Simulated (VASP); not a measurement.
# Ge3PdO4 (Im-3m) in VASP: further runs

The runs below take Ge3PdO4 through single point, relaxation of cell and atoms, with PBE.

All numbers are computed with VASP 6.6.1; they aren't measurements. Logs are shortened: lines on timing, memory, paths and dates and some standing lists are left out, and cuts for length are marked.

### Step 1. The cell of the first run

The structure is cubic, space group Im-3m (No. 229). Conventional cell: a = 5.755 Å, b = 5.755 Å, c = 5.755 Å, α = 90.00°, β = 90.00°, γ = 90.00°. Ge (site symmetry 4/mmm) has 8 O at 2.49 Å and 4 Ge at 2.88 Å and 2 Pd at 2.88 Å within 3.3 Å. Within 3.3 Å of Pd (site symmetry m-3m) lie 8 O at 2.49 Å and 6 Ge at 2.88 Å. Within 3.3 Å of O (site symmetry -3m) lie 6 Ge at 2.49 Å and 2 Pd at 2.49 Å and 6 O at 2.88 Å.

The cell was built from a structure type or drawn by symmetry, and may not be a known phase.

### Step 2. Single point, PBE

File INCAR:

```
SYSTEM = Ge3PdO4
ALGO = Normal
EDIFF = 1E-6
ENCUT = 520
GGA = PE
ISIF = 2
ISMEAR = 0
LASPH = .True.
LCHARG = .False.
LREAL = .False.
LWAVE = .False.
NBANDS = 48
NELM = 100
PREC = Accurate
SIGMA = 0.1
```

File KPOINTS:

```
k-points
0
Gamma
  10 10 10
  0 0 0
```

File POSCAR:

```
Ge3PdO4
1.0
   -2.8774852547      2.8774852547      2.8774852547
    2.8774852547     -2.8774852547      2.8774852547
    2.8774852547      2.8774852547     -2.8774852547
Ge Pd O
3 1 4
Direct
    0.0000000000      0.5000000000      0.5000000000
    0.5000000000      0.0000000000      0.5000000000
    0.5000000000      0.5000000000      0.0000000000
    0.0000000000      0.0000000000      0.0000000000
    0.5000000000      0.5000000000      0.5000000000
    0.0000000000      0.0000000000      0.5000000000
    0.0000000000      0.5000000000      0.0000000000
    0.5000000000      0.0000000000      0.0000000000
```

Potentials or basis: VASP PAW PBE potentials, release 64 (Ge_d, Pd, O).

Launch:

```bash
cat potpaw_PBE.64/Ge_d/POTCAR potpaw_PBE.64/Pd/POTCAR potpaw_PBE.64/O/POTCAR > POTCAR
mpirun -np 1 vasp_std > vasp.out
```

OUTCAR:

```text
SYSTEM = Ge3PdO4
   EDIFF = 1E-6
   ENCUT = 520
   GGA = PE
   ISIF = 2
   ISMEAR = 0
   LASPH = .True.
   LREAL = .False.
   NELM = 100
   PREC = Accurate

 ion  position               nearest neighbor table
   1  0.000  0.500  0.500-   2 2.88   3 2.88   4 2.88   4 2.88   3 2.88   2 2.88
   2  0.500  0.000  0.500-   1 2.88   3 2.88   4 2.88   3 2.88   4 2.88   1 2.88
   3  0.500  0.500  0.000-   1 2.88   2 2.88   4 2.88   2 2.88   1 2.88   4 2.88
   4  0.000  0.000  0.000-   5 2.49   6 2.49   7 2.49   8 2.49   6 2.49   7 2.49   8 2.49   5 2.49
                             3 2.88   1 2.88   1 2.88   2 2.88   3 2.88   2 2.88
   5  0.500  0.500  0.500-   4 2.49   4 2.49
   6  0.000  0.000  0.500-   4 2.49   4 2.49
   7  0.000  0.500  0.000-   4 2.49   4 2.49
   8  0.500  0.000  0.000-   4 2.49   4 2.49

  LATTYP: Found a body centered cubic cell.
 ALAT       =     5.7549705094

  Lattice vectors:

 A1 = (  -2.8774852547,   2.8774852547,   2.8774852547)
 A2 = (   2.8774852547,  -2.8774852547,   2.8774852547)
 A3 = (   2.8774852547,   2.8774852547,  -2.8774852547)

Analysis of symmetry for initial positions (statically):
=====================================================================
 Subroutine PRICEL returns:
 Original cell was already a primitive cell.

 Routine SETGRP: Setting up the symmetry group for a
 body centered cubic supercell.

 Subroutine GETGRP returns: Found 48 space group operations
 (whereof 48 operations were pure point group operations)
 out of a pool of 48 trial point group operations.

The static configuration has the point symmetry O_h .

Analysis of symmetry for dynamics (positions and initial velocities):
=====================================================================
 Subroutine PRICEL returns:
 Original cell was already a primitive cell.

 Routine SETGRP: Setting up the symmetry group for a
 body centered cubic supercell.

 Subroutine GETGRP returns: Found 48 space group operations
 (whereof 48 operations were pure point group operations)
 out of a pool of 48 trial point group operations.

The dynamic configuration has the point symmetry O_h .

 Subroutine INISYM returns: Found 48 space group operations
 (whereof 48 operations are pure point group operations),
 and found     1 'primitive' translations

----------------------------------------------------------------------------------------

                                     Primitive cell

  volume of cell :      95.3014

  direct lattice vectors                    reciprocal lattice vectors
    -2.877485255  2.877485255  2.877485255     0.000000000  0.173762837  0.173762837
     2.877485255 -2.877485255  2.877485255     0.173762837  0.000000000  0.173762837
     2.877485255  2.877485255 -2.877485255     0.173762837  0.173762837  0.000000000

  length of vectors
     4.983950659  4.983950659  4.983950659     0.245737760  0.245737760  0.245737760

  position of ions in fractional coordinates (direct lattice)
     0.000000000  0.500000000  0.500000000
     0.500000000  0.000000000  0.500000000
     0.500000000  0.500000000  0.000000000
     0.000000000  0.000000000  0.000000000
     0.500000000  0.500000000  0.500000000
     0.000000000  0.000000000  0.500000000
     0.000000000  0.500000000  0.000000000
     0.500000000  0.000000000  0.000000000

  ion indices of the primitive-cell ions
   primitive index   ion index
                 1           1
                 2           2
                 3           3
                 4           4
                 5           5
                 6           6
                 7           7
                 8           8

----------------------------------------------------------------------------------------

 KPOINTS: k-points

Automatic generation of k-mesh.
 Grid dimensions read from file:
 generate k-points for:   10   10   10

 Generating k-lattice:

  Cartesian coordinates                     Fractional coordinates (reciprocal lattice)
     0.000000000  0.017376284  0.017376284     0.100000000  0.000000000  0.000000000
     0.017376284  0.000000000  0.017376284     0.000000000  0.100000000  0.000000000
     0.017376284  0.017376284  0.000000000     0.000000000  0.000000000  0.100000000

  Length of vectors
     0.024573776  0.024573776  0.024573776

  Shift w.r.t. Gamma in fractional coordinates (k-lattice)
     0.000000000  0.000000000  0.000000000

 Subroutine IBZKPT returns following result:
 ===========================================

 Found     47 irreducible k-points:

 Following reciprocal coordinates:
            Coordinates               Weight
  0.000000  0.000000  0.000000      1.000000
  0.100000  0.000000  0.000000     12.000000
  0.200000  0.000000  0.000000     12.000000
  0.300000  0.000000  0.000000     12.000000
  0.400000  0.000000  0.000000     12.000000
  0.500000  0.000000  0.000000      6.000000
[... 16 lines left out ...]
  0.300000  0.300000  0.100000      8.000000
 -0.300000  0.300000  0.100000     24.000000
 [... further k-points ...]
   k-points           NKPTS =     47   k-points in BZ     NKDIM =     47   number of bands    NBANDS=     48
   number of dos      NEDOS =    301   number of ions     NIONS =      8
   total plane-waves  NPLWV =  64000
   dimension x,y,z NGX =    40 NGY =   40 NGZ =   40
   dimension x,y,z NGXF=    80 NGYF=   80 NGZF=   80
   ions per type =               3   1   4
   NGX,Y,Z   is equivalent  to a cutoff of  13.34, 13.34, 13.34 a.u.
   NGXF,Y,Z  is equivalent  to a cutoff of  26.69, 26.69, 26.69 a.u.
 SYSTEM =  Ge3PdO4
   PREC   = accura    normal or accurate (medium, high low for compatibility)
   ISTART =      0    job   : 0-new  1-cont  2-samecut
   ICHARG =      2    charge: 1-file 2-atom 10-const
   ISPIN  =      1    spin polarized calculation?
   LNONCOLLINEAR =      F non collinear calculations
   LSORBIT =      F    spin-orbit coupling
   LASPH  =      T    aspherical Exc in radial PAW
   ENCUT  =  520.0 eV  38.22 Ry    6.18 a.u.   9.27  9.27  9.27*2*pi/ulx,y,z
   NELM   =    100;   NELMIN=  2; NELMDL= -5     # of ELM steps
   EDIFF  = 0.1E-05   stopping-criterion for ELM
   LREAL  =      F    real-space projection
   EDIFFG = 0.1E-04   stopping-criterion for IOM
   NSW    =      0    number of steps for IOM
   IBRION =     -1    ionic relax: 0-MD 1-quasi-New 2-CG
   NFREE  =      0    steps in history (QN), initial steepest desc. (CG)
   ISIF   =      2    stress and relaxation
   ISYM   =      2    0-nonsym 1-usesym 2-fastsym
   POTIM  = 0.5000    time-step for ionic-motion
   TEBEG  =    0.0;   TEEND  =   0.0 temperature during run
   PSTRESS=    0.0 pullay stress
   NELECT =      76.0000    total number of electrons
   NUPDOWN=      -1.0000    fix difference up-down
   EMIN   =  10.00;   EMAX   =-10.00  energy-range for DOS
   EFERMI =   0.00;   METHOD = LEGACY
   ISMEAR =     0;   SIGMA  =   0.10  broadening in eV -4-tet -1-fermi 0-gaus
   EFERMI_NEDOS =   21; number of points for ismear=-14 and -15
   IALGO  =     38    algorithm
   IMIX   =      4    mixing-type and parameters
     AMIX     =   0.40;   BMIX     =  1.00
     AMIX_MAG =   1.60;   BMIX_MAG =  1.00
  volume/ion in A,a.u.               =      11.91        80.39
  Fermi-wavevector in a.u.,A,eV,Ry     =   1.518144  2.868876 31.358174  2.304761
  Thomas-Fermi vector in A             =   2.627304
   LORBIT       =      0    0 simple, 1 ext, 2 COOP (PROOUT), +10 PAW based schemes
   GGA     = PE    functional components
   LHFCALC =     F    Hartree Fock is set to
   AEXX    =    0.0000 exact exchange contribution
   IVDW    =     0    specifies the selected vdW correction
   LEPSILON=     F    determine dielectric tensor
   LRPA    =     F    only Hartree local field effects (RPA)
 non-spin polarized calculation
 Gauss-broadening in eV      SIGMA  =   0.10
  energy-cutoff  :      520.00
  volume of cell :       95.30
 maximum number of plane-waves:      2591
 NGX is ok and might be reduce to    40
   NGX = 19   NGY = 19   NGZ = 19

 number of electron      76.0000016 magnetization

 Free energy of the ion-electron system (eV)
  ---------------------------------------------------
  ext. energy  EPLUGINS =         0.00000000
  ---------------------------------------------------
  free energy    TOTEN  =       -40.06945994 eV

  energy without entropy =      -40.05456862  energy(sigma->0) =      -40.06201428

 E-fermi :   6.4609     XC(G=0): -12.1020

 val. band max:        6.3980287385   @ k =  -0.4000  -0.4000   0.2000
 cond. band min:       6.4695286061   @ k =   0.2000   0.2000   0.2000
 fundamental gap:      0.0714998676
 Fermi energy:         6.4609285395

 k-point     1 :       0.0000    0.0000    0.0000
  band No.  band energies     occupation
      1     -18.1029      2.00000
      2     -18.1029      2.00000
      3     -18.0607      2.00000
      4     -18.0607      2.00000
      5     -18.0607      2.00000
      6     -18.0390      2.00000
[... 40 lines left out ...]
     47      15.6378      0.00000
     48      15.6378      0.00000

 k-point     2 :       0.1000    0.0000    0.0000
  band No.  band energies     occupation
      1     -18.1018      2.00000
      2     -18.0993      2.00000
      3     -18.0592      2.00000
      4     -18.0584      2.00000
      5     -18.0581      2.00000
      6     -18.0378      2.00000
[... 40 lines left out ...]
     47      14.8994      0.00000
     48      15.1153      0.00000

 k-point     3 :       0.2000    0.0000    0.0000
  band No.  band energies     occupation
      1     -18.0990      2.00000
      2     -18.0889      2.00000
      3     -18.0553      2.00000
      4     -18.0522      2.00000
      5     -18.0507      2.00000
      6     -18.0344      2.00000
[... 40 lines left out ...]
     47      13.9035      0.00000
     48      14.1672      0.00000

 k-point     4 :       0.3000    0.0000    0.0000
  band No.  band energies     occupation
      1     -18.0956      2.00000
      2     -18.0725      2.00000
      3     -18.0500      2.00000
      4     -18.0434      2.00000
      5     -18.0396      2.00000
      6     -18.0286      2.00000
[... 958 lines left out ...]
     47      13.0116      0.00000
     48      14.8509      0.00000

 k-point    23 :       0.3000    0.3000    0.1000
  band No.  band energies     occupation
      1     -18.0631      2.00000
      2     -18.0330      2.00000
      3     -18.0330      2.00000
      4     -18.0300      2.00000
      5     -18.0190      2.00000
      6     -18.0190      2.00000
[... 40 lines left out ...]
     47      12.2311      0.00000
     48      12.2311      0.00000

 k-point    24 :      -0.3000    0.3000    0.1000
  band No.  band energies     occupation
      1     -18.0990      2.00000
      2     -18.0701      2.00000
      3     -18.0501      2.00000
      4     -18.0414      2.00000
      5     -18.0387      2.00000
      6     -18.0249      2.00000
[... 40 lines left out ...]
     47      13.0391      0.00000
     48      14.1817      0.00000

 [... further k-points ...]

------------------------ aborting loop because EDIFF is reached ----------------------------------------

  FORCE on cell =-STRESS in cart. coord.  units (eV):
  Direction    XX          YY          ZZ          XY          YZ          ZX
  --------------------------------------------------------------------------------------
  -------------------------------------------------------------------------------------
  Total        0.0144044      0.0144044      0.0144044      0.0000000      0.0000000     -0.0000000
  in kB        0.2421619      0.2421619      0.2421619      0.0000000      0.0000000     -0.0000000
  external PRESSURE =       0.2421619 kB  Pullay stress =       0.0000000 kB

 VOLUME and BASIS-vectors are now :
 -----------------------------------------------------------------------------
  energy-cutoff  :      520.00
  volume of cell :       95.30
      direct lattice vectors                 reciprocal lattice vectors
    -2.877485255  2.877485255  2.877485255     0.000000000  0.173762837  0.173762837
     2.877485255 -2.877485255  2.877485255     0.173762837  0.000000000  0.173762837
     2.877485255  2.877485255 -2.877485255     0.173762837  0.173762837  0.000000000

 POSITION                                       TOTAL-FORCE (eV/Angst)
 -----------------------------------------------------------------------------------
      2.87749      0.00000      0.00000        -0.000000      0.000000     -0.000000
      0.00000      2.87749      0.00000        -0.000000     -0.000000      0.000000
      0.00000      0.00000      2.87749         0.000000      0.000000     -0.000000
      0.00000      0.00000      0.00000        -0.000000      0.000000      0.000000
      1.43874      1.43874      1.43874         0.000000     -0.000000     -0.000000
      1.43874      1.43874     -1.43874        -0.000000      0.000000      0.000000
      1.43874     -1.43874      1.43874         0.000000     -0.000000     -0.000000
     -1.43874      1.43874      1.43874        -0.000000      0.000000      0.000000
 -----------------------------------------------------------------------------------
    total drift:                               -0.000000     -0.000000      0.000000

  FREE ENERGIE OF THE ION-ELECTRON SYSTEM (eV)
  ---------------------------------------------------
  free  energy   TOTEN  =       -40.0694599410 eV

  energy  without entropy=      -40.0545686181  energy(sigma->0) =      -40.06201428
```

It took 4.1 min on 1 thread of AMD EPYC 7R13, shared host; peak memory 0.33 GiB.

What came out:

* Free energy: -40.0695 eV
* Pressure: 0.0 GPa
* Band gap on the k mesh: zero (bands 38 and 39 overlap by 1.82 eV)

### Step 3. Relaxation of cell and atoms, PBE

This run uses another cell than the first one, of 16.31 Å³/atom.

File INCAR:

```
SYSTEM = Ge3PdO4
  PREC = Accurate
  ENCUT = 600
  EDIFF = 1E-7
  ISMEAR = 0
  SIGMA = 0.1
  LREAL = .False.
  LASPH = .True.
  NELM = 60
  ALGO = Normal
  ISIF = 3
  LWAVE = .False.
  LCHARG = .False.
  GGA = PE
  IBRION = 2
  NSW = 90
  EDIFFG = -0.04
```

File KPOINTS:

```
Automatic mesh
0
Gamma
  4 4 4
  0 0 0
```

POSCAR, as its differences from that of step 2:

```diff
@@ -2,5 +2,5 @@
 1.0
-   -2.8774852547      2.8774852547      2.8774852547
-    2.8774852547     -2.8774852547      2.8774852547
-    2.8774852547      2.8774852547     -2.8774852547
+   -3.1954600900      3.1954600900      3.1954600900
+    3.1954600900     -3.1954600900      3.1954600900
+    3.1954600900      3.1954600900     -3.1954600900
 Ge Pd O
```

Potentials or basis: VASP PAW PBE potentials, release 64 (Ge_d, Pd, O).

Launch:

```bash
cat potpaw_PBE.64/Ge_d/POTCAR potpaw_PBE.64/Pd/POTCAR potpaw_PBE.64/O/POTCAR > POTCAR
mpirun -np 1 vasp_std > vasp.out
```

OUTCAR:

```text
SYSTEM = Ge3PdO4
   PREC = Accurate
   ENCUT = 600
   EDIFF = 1E-7
   ISMEAR = 0
   LREAL = .False.
   LASPH = .True.
   NELM = 60
   ISIF = 3
   GGA = PE
   IBRION = 2
   NSW = 90
   EDIFFG = -0.04

 ion  position               nearest neighbor table
   1  0.000  0.500  0.500-
   2  0.500  0.000  0.500-
   3  0.500  0.500  0.000-
[... 1025 lines left out ...]
  -------------------------------------------------------------------------------------
  Total       -0.2969814     -0.2969814     -0.2969814      0.0000000      0.0000000     -0.0000000
  in kB       -4.9860784     -4.9860784     -4.9860784      0.0000000      0.0000000     -0.0000000
  external PRESSURE =      -4.9860784 kB  Pullay stress =       0.0000000 kB

 VOLUME and BASIS-vectors are now :
 -----------------------------------------------------------------------------
  energy-cutoff  :      600.00
  volume of cell :       95.43
      direct lattice vectors                 reciprocal lattice vectors
    -2.878769762  2.878769762  2.878769762     0.000000000  0.173685304  0.173685304
     2.878769762 -2.878769762  2.878769762     0.173685304  0.000000000  0.173685304
     2.878769762  2.878769762 -2.878769762     0.173685304  0.173685304  0.000000000

 POSITION                                       TOTAL-FORCE (eV/Angst)
 -----------------------------------------------------------------------------------
      2.87877      0.00000      0.00000        -0.000000      0.000000      0.000000
      0.00000      2.87877      0.00000        -0.000000      0.000000     -0.000000
      0.00000      0.00000      2.87877        -0.000000     -0.000000     -0.000000
      2.87877      2.87877      2.87877         0.000000      0.000000     -0.000000
      1.43938      1.43938      1.43938        -0.000000     -0.000000     -0.000000
      4.31815     -1.43938      1.43938         0.000000     -0.000000      0.000000
     -1.43938      1.43938      4.31815        -0.000000     -0.000000     -0.000000
     -1.43938      1.43938      1.43938         0.000000     -0.000000      0.000000
 -----------------------------------------------------------------------------------
    total drift:                                0.000000      0.000000     -0.000000

  FREE ENERGIE OF THE ION-ELECTRON SYSTEM (eV)
  ---------------------------------------------------
  free  energy   TOTEN  =       -40.1271814934 eV

  energy  without entropy=      -40.1133867779  energy(sigma->0) =      -40.12028414

 reached required accuracy - stopping structural energy minimisation
```

Run time: 2.8 min. Hardware: 1 thread of AMD EPYC 7R13, shared host; peak memory 0.34 GiB.

Results:

```yaml
Free_energy: -40.1272 eV
Relaxed_volume: 11.93 Å³/atom
Relaxed_cell: a = 4.986 Å, b = 4.986 Å, c = 4.986 Å, α = 109.47°, β = 109.47°, γ = 109.47°
Space_group_after_relaxing_to_0.1_Å: Im-3m (No. 229)
Energy_gained_by_relaxing: 377.3 meV/atom
Ionic_steps: 2
Pressure_after_relaxing: -0.5 GPa
Band_gap_on_the_k_mesh: zero (bands 38 and 39 overlap by 1.84 eV)
```

The path:
| step | energy change (eV) | largest force (eV/Å) | pressure (GPa) | volume (Å³) |
| --- | --- | --- | --- | --- |
| 1 | 0.0000 | 0.0000 | -20.17 | 130.51 |
| 2 | -3.0182 | 0.0000 | -0.50 | 95.43 |

Final structure:
```
CELL_PARAMETERS angstrom
-2.87877 2.87877 2.87877
2.87877 -2.87877 2.87877
2.87877 2.87877 -2.87877
ATOMIC_POSITIONS crystal
Ge 0.00000 0.50000 0.50000
Ge 0.50000 0.00000 0.50000
Ge 0.50000 0.50000 0.00000
Pd 0.00000 0.00000 0.00000
O 0.50000 0.50000 0.50000
O 0.00000 0.00000 0.50000
O 0.00000 0.50000 0.00000
O 0.50000 0.00000 0.00000
```

Caveat: the volume moved by over 15 % at a fixed basis, so the end points are rough.

(Part 1 of 2 ends here.)
